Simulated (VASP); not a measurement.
Wanted: the native input for a VASP 6.6.1 run.

* Task: single point
* Functional: PBE
* Dispersion: D3(BJ)
* Potentials or basis: VASP PAW PBE potentials, release 64 (In_d, Sb)
* Cutoff: 520 eV
* k mesh: 4 × 4 × 8
* Occupations: gaussian, width 0.05 eV
* Spin: no spin polarisation
* Dipole correction: no
* Further INCAR settings: ALGO = Normal; EDIFF = 1e-06; NBANDS = 26

The structure of InSb lies in POSCAR:

```
InSb
1.0
    5.5651857223      0.0000000000      0.0000000000
    0.0000000000      5.5677700010      0.0000000000
    0.0000000000      0.0000000000      3.3754340798
In Sb
2 2
Direct
    0.0000000000      0.0000000000      0.0005784381
    0.5000000000      0.5000000000     -0.0005784381
    0.5000000000      0.0000000000      0.6546210633
    0.0000000000      0.5000000000      0.3453789367
```

This cell differs from its parent crystal: volume scaled by 0.98.

The input as run:

INCAR

```
SYSTEM = InSb
ALGO = Normal
EDIFF = 1E-6
ENCUT = 520
GGA = PE
ISIF = 2
ISMEAR = 0
IVDW = 12
LASPH = .True.
LCHARG = .True.
LELF = .True.
LREAL = .False.
LVHAR = .True.
LWAVE = .False.
NBANDS = 26
NELM = 80
PREC = Accurate
SIGMA = 0.05
```

KPOINTS

```
k-points
0
Gamma
  4 4 8
  0 0 0
```

Potentials or basis: VASP PAW PBE potentials, release 64 (In_d, Sb).

Launch:

```bash
$ cat potpaw_PBE.64/In_d/POTCAR potpaw_PBE.64/Sb/POTCAR > POTCAR
$ mpirun -np 1 vasp_std > vasp.out
```

It gave:

```
Pressure                   : 1.1 GPa
Band gap on the k mesh     : zero (band 18 reaches 10.18 eV, above the bottom of band 19 at 6.60 eV)
Dispersion energy per atom : -0.435 eV
```

Caveat: spin-orbit coupling is left out, which moves the levels of the heavy elements; pairwise dispersion overbinds metals, which lowers pressure and volume.

It took 51 s on 1 thread of Intel(R) Xeon(R) 6975P-C (Granite Rapids), on a shared host, peak memory 0.28 GiB.
